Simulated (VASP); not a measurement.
Wanted: the native input for a VASP 6.6.1 run.

* Task: relaxation of cell and atoms
* Functional: PBEsol
* Potentials or basis: VASP PAW PBE potentials, release 64 (Al, Cu)
* Cutoff: 600 eV
* k mesh: 10 × 10 × 10
* Occupations: gaussian, width 0.1 eV
* Spin: no spin polarisation
* Target pressure: -1 GPa
* Dipole correction: no
* Further INCAR settings: ALGO = Fast; EDIFF = 1e-06; IBRION = 2; EDIFFG = -0.008; NSW = 70; ISIF = 3

The structure of Al2Cu lies in POSCAR:

```
Al2Cu
1.0
   -3.0060096648      3.0060096648      2.4222756467
    3.0060096648     -3.0060096648      2.4222756467
    3.0060096648      3.0060096648     -2.4222756467
Al Cu
4 2
Direct
    0.8406606827      0.6593393173      0.5000000000
    0.6593393173      0.1593393173      0.8186786346
    0.3406606827      0.8406606827      0.1813213654
    0.1593393173      0.3406606827      0.5000000000
    0.2500000000      0.2500000000      0.0000000000
    0.7500000000      0.7500000000      0.0000000000
```

These files were run (other wordings do the same):

INCAR

```
PREC = Accurate
ENCUT = 600
EDIFF = 1E-6
ISMEAR = 0
SIGMA = 0.1
LREAL = False
LASPH = True
NELM = 100
ALGO = Fast
ISIF = 3
LWAVE = False
LCHARG = False
GGA = PS
IBRION = 2
NSW = 70
EDIFFG = -0.008
PSTRESS = -10.0
```

KPOINTS

```
regular mesh
0
Gamma
  10 10 10
```

Potentials or basis: VASP PAW PBE potentials, release 64 (Al, Cu).

Command:

```bash
$ cat potpaw_PBE.64/Al/POTCAR potpaw_PBE.64/Cu/POTCAR > POTCAR
$ mpirun -np 1 vasp_std > vasp.out
```

It gave:

| Quantity | Value |
| --- | --- |
| Relaxed volume | 14.62 Å³/atom |
| Relaxed cell | a = 4.896 Å, b = 4.896 Å, c = 4.896 Å, α = 104.19°, β = 104.19°, γ = 120.65° |
| Space group after relaxing (to 0.1 Å) | I4/mcm (No. 140) |
| Energy change on relaxing (the run minimises the enthalpy) | +0.2 meV/atom |
| Ionic steps | 3 |
| Pressure after relaxing | -1.0 GPa |
| Largest force after relaxing | 0.006 eV/Å |
| Band gap on the k mesh | zero (bands 17 and 18 overlap by 4.38 eV) |

Caveat: the cell is relaxed towards a set pressure, so the run minimises the enthalpy, not the energy; the PAW data sets were made with another functional, which shifts forces and pressure a little.

Wall time 9.3 min on 1 thread of AMD EPYC 9755 128-Core Processor, on a shared host, peak memory 0.36 GiB.
